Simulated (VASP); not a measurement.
Wanted: the native input for a VASP 6.6.1 run.

* Task: single point
* Functional: PBE
* Potentials or basis: VASP PAW PBE potentials, release 64 (Be, Zn, Se)
* Cutoff: 520 eV
* k mesh: 4 × 4 × 4
* Occupations: gaussian, width 0.1 eV
* Spin: no spin polarisation
* Dipole correction: no
* Further INCAR settings: ALGO = Normal; EDIFF = 1e-06; NBANDS = 26

The structure of Be2ZnSe3 lies in POSCAR:

```
Be2ZnSe3
1.0
    4.2996125100      0.0000000000      0.0000000000
    0.0000000000      4.2996125100      0.0000000000
    0.0000000000      0.0000000000      6.4142337000
Be Zn Se
2 1 3
Direct
    0.5000000000      0.5000000000      0.2400773900
    0.5000000000      0.5000000000      0.7599226100
    0.0000000000      0.0000000000      0.5000000000
    0.5000000000      0.5000000000      0.0000000000
    0.5000000000      0.5000000000      0.5000000000
    0.0000000000      0.0000000000      0.0000000000
```

The input as run:

INCAR

```
SYSTEM = Be2ZnSe3
PREC = Accurate
ENCUT = 520
EDIFF = 1E-6
ISMEAR = 0
SIGMA = 0.1
LREAL = .FALSE.
LASPH = .TRUE.
NELM = 100
ALGO = Normal
ISIF = 2
LWAVE = .FALSE.
LCHARG = .TRUE.
GGA = PE
LELF = .TRUE.
LVHAR = .TRUE.
NBANDS = 26
```

KPOINTS

```
Automatic mesh
0
G
  4 4 4
  0 0 0
```

Potentials or basis: VASP PAW PBE potentials, release 64 (Be, Zn, Se).

Command:

```bash
$ cat potpaw_PBE.64/Be/POTCAR potpaw_PBE.64/Zn/POTCAR potpaw_PBE.64/Se/POTCAR > POTCAR
$ mpirun -np 1 vasp_std > vasp.out
```

It gave:

```
Pressure               : 40.2 GPa
Largest force          : 8.044 eV/Å
Band gap on the k mesh : zero (band 17 reaches 4.33 eV, above the bottom of band 18 at 2.76 eV)
```

Caveat: the k points lie up to 0.37 Å⁻¹ apart; forces of over 1 eV/Å act on the atoms, so gaps and moduli don't describe the material at rest.

Wall time 34 s on 1 thread of AMD EPYC 9R45 96-Core Processor (Zen 5), on a shared host, peak memory 0.2 GiB.
